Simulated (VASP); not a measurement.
# GaN (P6_3mc) in VASP: notebook

The runs below take GaN through single point, with PBEsol.

Everything below comes from runs of VASP 6.6.1. Logs are shortened: lines on timing, memory, paths and dates and some standing lists are left out, and cuts for length are marked.

### Step 1. The cell of the first run

The structure is hexagonal, space group P6_3mc (No. 186). Conventional cell: a = 3.263 Å, b = 3.263 Å, c = 5.300 Å, α = 90.00°, β = 90.00°, γ = 120.00°. Within 2.6 Å of Ga (site symmetry 3m) lie 4 N at 1.99 to 2.00 Å. Within 2.6 Å of N (site symmetry 3m) lie 4 Ga at 1.99 to 2.00 Å.

### Step 2. Single point, PBEsol

Input file INCAR:

```
PREC = Accurate ; ENCUT = 520
EDIFF = 1E-6 ; ISMEAR = 0
SIGMA = 0.01 ; LREAL = False
LASPH = True ; NELM = 100
ALGO = Normal ; ISIF = 2
LWAVE = False ; LCHARG = False
GGA = PS ; NBANDS = 26
```

Input file KPOINTS:

```
Automatic mesh
0
Gamma
  12 12 4
```

Input file POSCAR:

```
GaN
1.0
    3.2626341063      0.0000000000      0.0000000000
   -1.6313170531      2.8255242409      0.0000000000
    0.0000000000      0.0000000000      5.3002414443
Ga N
2 2
Direct
    0.3333333333      0.6666666667      0.0000000000
    0.6666666667      0.3333333333      0.5000000000
    0.3333333333      0.6666666667      0.3750000000
    0.6666666667      0.3333333333      0.8750000000
```

Potentials or basis: VASP PAW PBE potentials, release 64 (Ga_d, N).

Run with:

```
$ cat potpaw_PBE.64/Ga_d/POTCAR potpaw_PBE.64/N/POTCAR > POTCAR
$ mpirun -np 1 vasp_std > vasp.out
```

OUTCAR:

```text
PREC = Accurate
   ENCUT = 520
   EDIFF = 1E-6
   ISMEAR = 0
   LREAL = False
   LASPH = True
   NELM = 100
   ISIF = 2
   GGA = PS

 ion  position               nearest neighbor table
   1  0.333  0.667  0.000-   3 1.99   4 2.00   4 2.00   4 2.00
   2  0.667  0.333  0.500-   4 1.99   3 2.00   3 2.00   3 2.00
   3  0.333  0.667  0.375-   1 1.99   2 2.00   2 2.00   2 2.00
   4  0.667  0.333  0.875-   2 1.99   1 2.00   1 2.00   1 2.00

  LATTYP: Found a hexagonal cell.
 ALAT       =     3.2626341063
 C/A-ratio  =     1.6245283019

  Lattice vectors:

 A1 = (   3.2626341063,   0.0000000000,   0.0000000000)
 A2 = (  -1.6313170531,   2.8255242409,   0.0000000000)
 A3 = (   0.0000000000,   0.0000000000,   5.3002414443)

Analysis of symmetry for initial positions (statically):
=====================================================================
 Subroutine PRICEL returns:
 Original cell was already a primitive cell.

 Routine SETGRP: Setting up the symmetry group for a
 hexagonal supercell.

 Subroutine GETGRP returns: Found 12 space group operations
 (whereof  6 operations were pure point group operations)
 out of a pool of 24 trial point group operations.

The static configuration has the point symmetry C_3v.
 The point group associated with its full space group is C_6v.

Analysis of symmetry for dynamics (positions and initial velocities):
=====================================================================
 Subroutine PRICEL returns:
 Original cell was already a primitive cell.

 Routine SETGRP: Setting up the symmetry group for a
 hexagonal supercell.

 Subroutine GETGRP returns: Found 12 space group operations
 (whereof  6 operations were pure point group operations)
 out of a pool of 24 trial point group operations.

The dynamic configuration has the point symmetry C_3v.
 The point group associated with its full space group is C_6v.

 Subroutine INISYM returns: Found 12 space group operations
 (whereof  6 operations are pure point group operations),
 and found     1 'primitive' translations

----------------------------------------------------------------------------------------

                                     Primitive cell

  volume of cell :      48.8611

  direct lattice vectors                    reciprocal lattice vectors
[... 89 lines left out ...]
   ENCUT  =  520.0 eV  38.22 Ry    6.18 a.u.   6.07  6.07  9.85*2*pi/ulx,y,z
   NELM   =    100;   NELMIN=  2; NELMDL= -5     # of ELM steps
   EDIFF  = 0.1E-05   stopping-criterion for ELM
   LREAL  =      F    real-space projection
   EDIFFG = 0.1E-04   stopping-criterion for IOM
   NSW    =      0    number of steps for IOM
   IBRION =     -1    ionic relax: 0-MD 1-quasi-New 2-CG
   NFREE  =      0    steps in history (QN), initial steepest desc. (CG)
   ISIF   =      2    stress and relaxation
   ISYM   =      2    0-nonsym 1-usesym 2-fastsym
   POTIM  = 0.5000    time-step for ionic-motion
   TEBEG  =    0.0;   TEEND  =   0.0 temperature during run
   PSTRESS=    0.0 pullay stress
   NELECT =      36.0000    total number of electrons
   NUPDOWN=      -1.0000    fix difference up-down
   EMIN   =  10.00;   EMAX   =-10.00  energy-range for DOS
   EFERMI =   0.00;   METHOD = LEGACY
   ISMEAR =     0;   SIGMA  =   0.01  broadening in eV -4-tet -1-fermi 0-gaus
   EFERMI_NEDOS =   21; number of points for ismear=-14 and -15
   IALGO  =     38    algorithm
   IMIX   =      4    mixing-type and parameters
     AMIX     =   0.40;   BMIX     =  1.00
     AMIX_MAG =   1.60;   BMIX_MAG =  1.00
  volume/ion in A,a.u.               =      12.22        82.43
  Fermi-wavevector in a.u.,A,eV,Ry     =   1.478613  2.794174 29.746385  2.186298
  Thomas-Fermi vector in A             =   2.592873
   LORBIT       =      0    0 simple, 1 ext, 2 COOP (PROOUT), +10 PAW based schemes
   GGA     = PS    functional components
   LHFCALC =     F    Hartree Fock is set to
   AEXX    =    0.0000 exact exchange contribution
   IVDW    =     0    specifies the selected vdW correction
   LEPSILON=     F    determine dielectric tensor
   LRPA    =     F    only Hartree local field effects (RPA)
 non-spin polarized calculation
 Gauss-broadening in eV      SIGMA  =   0.01
  energy-cutoff  :      520.00
  volume of cell :       48.86
 maximum number of plane-waves:      1350
   NGX = 13   NGY = 13   NGZ = 19

 number of electron      35.9999997 magnetization

 Free energy of the ion-electron system (eV)
  ---------------------------------------------------
  ext. energy  EPLUGINS =         0.00000000
  ---------------------------------------------------
  free energy    TOTEN  =       -26.13582232 eV

  energy without entropy =      -26.13582232  energy(sigma->0) =      -26.13582232

 E-fermi :   4.6020     XC(G=0): -11.5485

 val. band max:        4.4890949082   @ k =   0.0000   0.0000   0.0000
 cond. band min:       5.9036970271   @ k =   0.0000   0.0000   0.0000
 fundamental gap:      1.4146021189
 Fermi energy:         4.6019919067

 k-point     1 :       0.0000    0.0000    0.0000
  band No.  band energies     occupation
      1     -10.9393      2.00000
      2     -10.2071      2.00000
      3      -8.8824      2.00000
      4      -8.8646      2.00000
      5      -8.8646      2.00000
      6      -8.8138      2.00000
[... 685 lines left out ...]
     25      14.9602      0.00000
     26      16.7109      0.00000

 [... further k-points ...]

------------------------ aborting loop because EDIFF is reached ----------------------------------------

  FORCE on cell =-STRESS in cart. coord.  units (eV):
  Direction    XX          YY          ZZ          XY          YZ          ZX
  --------------------------------------------------------------------------------------
  -------------------------------------------------------------------------------------
  Total       -3.7072629     -3.7072634     -3.2530278     -0.0000000      0.0000000      0.0000000
  in kB     -121.5628572   -121.5628763   -106.6682796     -0.0000000      0.0000000      0.0000000
  external PRESSURE =    -116.5980044 kB  Pullay stress =       0.0000000 kB

 VOLUME and BASIS-vectors are now :
 -----------------------------------------------------------------------------
  energy-cutoff  :      520.00
  volume of cell :       48.86
      direct lattice vectors                 reciprocal lattice vectors
     3.262634106  0.000000000  0.000000000     0.306500811  0.176958312  0.000000000
    -1.631317053  2.825524241  0.000000000     0.000000000  0.353916624  0.000000000
     0.000000000  0.000000000  5.300241444     0.000000000  0.000000000  0.188670650

 POSITION                                       TOTAL-FORCE (eV/Angst)
 -----------------------------------------------------------------------------------
     -0.00000      1.88368      0.00000         0.000000      0.000000     -0.110821
      1.63132      0.94184      2.65012        -0.000000      0.000000     -0.110821
     -0.00000      1.88368      1.98759         0.000000      0.000000      0.110821
      1.63132      0.94184      4.63771        -0.000000     -0.000000      0.110821
 -----------------------------------------------------------------------------------
    total drift:                               -0.000001     -0.000001     -0.000293

  FREE ENERGIE OF THE ION-ELECTRON SYSTEM (eV)
  ---------------------------------------------------
  free  energy   TOTEN  =       -26.1358223152 eV

  energy  without entropy=      -26.1358223152  energy(sigma->0) =      -26.13582232
```

Wall time 3.1 min (1 thread of Intel Xeon 8259CL, shared host); peak memory 0.2 GiB.

Results:

```
Free energy            : -26.1358 eV
Pressure               : -11.7 GPa
Largest force          : 0.111 eV/Å
Band gap on the k mesh : 1.41 eV
```

Forces in eV/Å, atoms in the order of the input:
```
Ga   0.000  0.000 -0.111
Ga   0.000  0.000 -0.111
N    0.000  0.000  0.111
N    0.000  0.000  0.111
```

Caveat: the cell stands under tension; the PAW data sets were made with another functional, which shifts forces and pressure a little. Expect the measured gap to be larger: semilocal functionals such as PBEsol lack the derivative discontinuity.

### Step 3. Single point, PBEsol

This run uses another cell than the first one, of 12.67 Å³/atom.

Input file INCAR:

```
PREC     = Accurate       # precision mode
ENCUT    = 520            # plane-wave cutoff, eV
EDIFF    = 1E-6           # SCF threshold, eV
ISMEAR   = 0              # smearing method
SIGMA    = 0.01           # smearing width, eV
LREAL    = False          # projectors in reciprocal space
LASPH    = True           # aspherical terms in the spheres
NELM     = 80             # most SCF steps
ALGO     = Normal         # electronic algorithm
ISIF     = 2              # what is computed and relaxed
LWAVE    = False          # write WAVECAR
LCHARG   = False          # write CHGCAR
GGA      = PS             # functional
NBANDS   = 26             # bands
```

KPOINTS is that of step 2.

Input file POSCAR:

```
GaN
1.0
    3.3024262488      0.0000000000      0.0000000000
   -1.6512131244      2.8599852498      0.0000000000
    0.0000000000      0.0000000000      5.3648849060
Ga N
2 2
Direct
    0.3333333333      0.6666666667      0.0000000000
    0.6666666667      0.3333333333      0.5000000000
    0.3333333333      0.6666666667      0.3750000000
    0.6666666667      0.3333333333      0.8750000000
```

Potentials or basis: VASP PAW PBE potentials, release 64 (Ga_d, N).

Run with:

```
$ cat potpaw_PBE.64/Ga_d/POTCAR potpaw_PBE.64/N/POTCAR > POTCAR
$ mpirun -np 1 vasp_std > vasp.out
```

OUTCAR:

```text
PREC = Accurate
   ENCUT = 520
   EDIFF = 1E-6
   ISMEAR = 0
   LREAL = False
   LASPH = True
   NELM = 80
   ISIF = 2
   GGA = PS

 ion  position               nearest neighbor table
   1  0.333  0.667  0.000-   3 2.01   4 2.02   4 2.02   4 2.02
   2  0.667  0.333  0.500-   4 2.01   3 2.02   3 2.02   3 2.02
   3  0.333  0.667  0.375-   1 2.01   2 2.02   2 2.02   2 2.02
   4  0.667  0.333  0.875-   2 2.01   1 2.02   1 2.02   1 2.02

  LATTYP: Found a hexagonal cell.
 ALAT       =     3.3024262488
 C/A-ratio  =     1.6245283019

  Lattice vectors:

 A1 = (   3.3024262488,   0.0000000000,   0.0000000000)
 A2 = (  -1.6512131244,   2.8599852498,   0.0000000000)
 A3 = (   0.0000000000,   0.0000000000,   5.3648849060)

Analysis of symmetry for initial positions (statically):
=====================================================================
 Subroutine PRICEL returns:
 Original cell was already a primitive cell.

 Routine SETGRP: Setting up the symmetry group for a
 hexagonal supercell.

 Subroutine GETGRP returns: Found 12 space group operations
 (whereof  6 operations were pure point group operations)
 out of a pool of 24 trial point group operations.

The static configuration has the point symmetry C_3v.
 The point group associated with its full space group is C_6v.

Analysis of symmetry for dynamics (positions and initial velocities):
=====================================================================
 Subroutine PRICEL returns:
 Original cell was already a primitive cell.

 Routine SETGRP: Setting up the symmetry group for a
 hexagonal supercell.

 Subroutine GETGRP returns: Found 12 space group operations
 (whereof  6 operations were pure point group operations)
 out of a pool of 24 trial point group operations.

The dynamic configuration has the point symmetry C_3v.
 The point group associated with its full space group is C_6v.

 Subroutine INISYM returns: Found 12 space group operations
 (whereof  6 operations are pure point group operations),
 and found     1 'primitive' translations

----------------------------------------------------------------------------------------

                                     Primitive cell

  volume of cell :      50.6707

  direct lattice vectors                    reciprocal lattice vectors
     3.302426249  0.000000000  0.000000000     0.302807671  0.174826076  0.000000000
    -1.651213124  2.859985250  0.000000000     0.000000000  0.349652153  0.000000000
     0.000000000  0.000000000  5.364884906     0.000000000  0.000000000  0.186397289

  length of vectors
     3.302426249  3.302426443  5.364884906     0.349652174  0.349652153  0.186397289

  position of ions in fractional coordinates (direct lattice)
     0.333333333  0.666666667  0.000000000
     0.666666667  0.333333333  0.500000000
     0.333333333  0.666666667  0.375000000
     0.666666667  0.333333333  0.875000000

  ion indices of the primitive-cell ions
   primitive index   ion index
                 1           1
                 2           2
                 3           3
                 4           4

----------------------------------------------------------------------------------------

 KPOINTS: Automatic mesh

Automatic generation of k-mesh.
 Grid dimensions read from file:
 generate k-points for:   12   12    4

 Generating k-lattice:

  Cartesian coordinates                     Fractional coordinates (reciprocal lattice)
     0.025233973  0.014568840  0.000000000     0.083333333  0.000000000  0.000000000
     0.000000000  0.029137679  0.000000000     0.000000000  0.083333333  0.000000000
     0.000000000  0.000000000  0.046599322     0.000000000  0.000000000  0.250000000

  Length of vectors
     0.029137681  0.029137679  0.046599322

  Shift w.r.t. Gamma in fractional coordinates (k-lattice)
     0.000000000  0.000000000  0.000000000

 Subroutine IBZKPT returns following result:
 ===========================================

 Found     57 irreducible k-points:

 Following reciprocal coordinates:
            Coordinates               Weight
  0.000000  0.000000  0.000000      1.000000
  0.083333  0.000000  0.000000      6.000000
  0.166667  0.000000  0.000000      6.000000
  0.250000  0.000000  0.000000      6.000000
  0.333333  0.000000  0.000000      6.000000
  0.416667  0.000000  0.000000      6.000000
[... 16 lines left out ...]
  0.250000  0.000000  0.250000     12.000000
  0.333333  0.000000  0.250000     12.000000
 [... further k-points ...]
   k-points           NKPTS =     57   k-points in BZ     NKDIM =     57   number of bands    NBANDS=     26
   number of dos      NEDOS =    301   number of ions     NIONS =      4
   total plane-waves  NPLWV =  31360
   dimension x,y,z NGX =    28 NGY =   28 NGZ =   40
   dimension x,y,z NGXF=    56 NGYF=   56 NGZF=   80
   ions per type =               2   2
   NGX,Y,Z   is equivalent  to a cutoff of  14.10, 14.10, 12.40 a.u.
   NGXF,Y,Z  is equivalent  to a cutoff of  28.19, 28.19, 24.79 a.u.
 SYSTEM =  unknown system
   PREC   = accura    normal or accurate (medium, high low for compatibility)
   ISTART =      0    job   : 0-new  1-cont  2-samecut
   ICHARG =      2    charge: 1-file 2-atom 10-const
   ISPIN  =      1    spin polarized calculation?
   LNONCOLLINEAR =      F non collinear calculations
   LSORBIT =      F    spin-orbit coupling
   LASPH  =      T    aspherical Exc in radial PAW
   ENCUT  =  520.0 eV  38.22 Ry    6.18 a.u.   6.14  6.14  9.98*2*pi/ulx,y,z
   NELM   =     80;   NELMIN=  2; NELMDL= -5     # of ELM steps
   EDIFF  = 0.1E-05   stopping-criterion for ELM
   LREAL  =      F    real-space projection
   EDIFFG = 0.1E-04   stopping-criterion for IOM
   NSW    =      0    number of steps for IOM
   IBRION =     -1    ionic relax: 0-MD 1-quasi-New 2-CG
   NFREE  =      0    steps in history (QN), initial steepest desc. (CG)
   ISIF   =      2    stress and relaxation
   ISYM   =      2    0-nonsym 1-usesym 2-fastsym
   POTIM  = 0.5000    time-step for ionic-motion
   TEBEG  =    0.0;   TEEND  =   0.0 temperature during run
   PSTRESS=    0.0 pullay stress
   NELECT =      36.0000    total number of electrons
   NUPDOWN=      -1.0000    fix difference up-down
   EMIN   =  10.00;   EMAX   =-10.00  energy-range for DOS
   EFERMI =   0.00;   METHOD = LEGACY
   ISMEAR =     0;   SIGMA  =   0.01  broadening in eV -4-tet -1-fermi 0-gaus
   EFERMI_NEDOS =   21; number of points for ismear=-14 and -15
   IALGO  =     38    algorithm
   IMIX   =      4    mixing-type and parameters
     AMIX     =   0.40;   BMIX     =  1.00
     AMIX_MAG =   1.60;   BMIX_MAG =  1.00
  volume/ion in A,a.u.               =      12.67        85.49
  Fermi-wavevector in a.u.,A,eV,Ry     =   1.460797  2.760506 29.033854  2.133928
  Thomas-Fermi vector in A             =   2.577204
   LORBIT       =      0    0 simple, 1 ext, 2 COOP (PROOUT), +10 PAW based schemes
   GGA     = PS    functional components
   LHFCALC =     F    Hartree Fock is set to
   AEXX    =    0.0000 exact exchange contribution
   IVDW    =     0    specifies the selected vdW correction
   LEPSILON=     F    determine dielectric tensor
   LRPA    =     F    only Hartree local field effects (RPA)
 non-spin polarized calculation
 Gauss-broadening in eV      SIGMA  =   0.01
  energy-cutoff  :      520.00
  volume of cell :       50.67
 maximum number of plane-waves:      1376
 NGX is ok and might be reduce to    28
   NGX = 13   NGY = 13   NGZ = 19

 number of electron      36.0000003 magnetization

 Free energy of the ion-electron system (eV)
  ---------------------------------------------------
  ext. energy  EPLUGINS =         0.00000000
  ---------------------------------------------------
  free energy    TOTEN  =       -25.97899883 eV

  energy without entropy =      -25.97899883  energy(sigma->0) =      -25.97899883

 E-fermi :   4.2593     XC(G=0): -11.3606

 val. band max:        4.1320783969   @ k =   0.0000   0.0000   0.0000
 cond. band min:       5.3047294777   @ k =   0.0000   0.0000   0.0000
 fundamental gap:      1.1726510808
 Fermi energy:         4.2592714829

 k-point     1 :       0.0000    0.0000    0.0000
  band No.  band energies     occupation
      1     -11.0161      2.00000
      2     -10.4125      2.00000
      3      -9.2364      2.00000
      4      -9.2204      2.00000
      5      -9.2204      2.00000
      6      -9.1755      2.00000
[... 685 lines left out ...]
     25      14.3710      0.00000
     26      16.0406      0.00000

 [... further k-points ...]

------------------------ aborting loop because EDIFF is reached ----------------------------------------

  FORCE on cell =-STRESS in cart. coord.  units (eV):
  Direction    XX          YY          ZZ          XY          YZ          ZX
  --------------------------------------------------------------------------------------
  -------------------------------------------------------------------------------------
  Total       -5.2920250     -5.2920258     -4.8960503      0.0000000      0.0000000      0.0000000
  in kB     -167.3305111   -167.3305373   -154.8100414      0.0000000      0.0000000      0.0000000
  external PRESSURE =    -163.1570299 kB  Pullay stress =       0.0000000 kB

 VOLUME and BASIS-vectors are now :
 -----------------------------------------------------------------------------
  energy-cutoff  :      520.00
  volume of cell :       50.67
      direct lattice vectors                 reciprocal lattice vectors
     3.302426249  0.000000000  0.000000000     0.302807671  0.174826076  0.000000000
    -1.651213124  2.859985250  0.000000000     0.000000000  0.349652153  0.000000000
     0.000000000  0.000000000  5.364884906     0.000000000  0.000000000  0.186397289

 POSITION                                       TOTAL-FORCE (eV/Angst)
 -----------------------------------------------------------------------------------
     -0.00000      1.90666      0.00000         0.000000      0.000000     -0.101799
      1.65121      0.95333      2.68244         0.000000     -0.000000     -0.101799
     -0.00000      1.90666      2.01183         0.000000      0.000000      0.101799
      1.65121      0.95333      4.69427        -0.000000     -0.000000      0.101799
 -----------------------------------------------------------------------------------
    total drift:                               -0.000000     -0.000001      0.000042

  FREE ENERGIE OF THE ION-ELECTRON SYSTEM (eV)
  ---------------------------------------------------
  free  energy   TOTEN  =       -25.9789988273 eV

  energy  without entropy=      -25.9789988273  energy(sigma->0) =      -25.97899883
```

Run time: 3.7 min. Hardware: 1 thread of Intel Xeon 8259CL, shared host; peak memory 0.21 GiB.

Results:

```
Free energy            : -25.9790 eV
Pressure               : -16.3 GPa
Largest force          : 0.102 eV/Å
Band gap on the k mesh : 1.17 eV
```

Forces in eV/Å, atoms in the order of the input:
```
Ga   0.000  0.000 -0.102
Ga   0.000  0.000 -0.102
N    0.000  0.000  0.102
N    0.000  0.000  0.102
```

Caveat: the cell stands under tension; the PAW data sets were made with another functional, which shifts forces and pressure a little. Expect the measured gap to be larger: semilocal functionals such as PBEsol lack the derivative discontinuity.
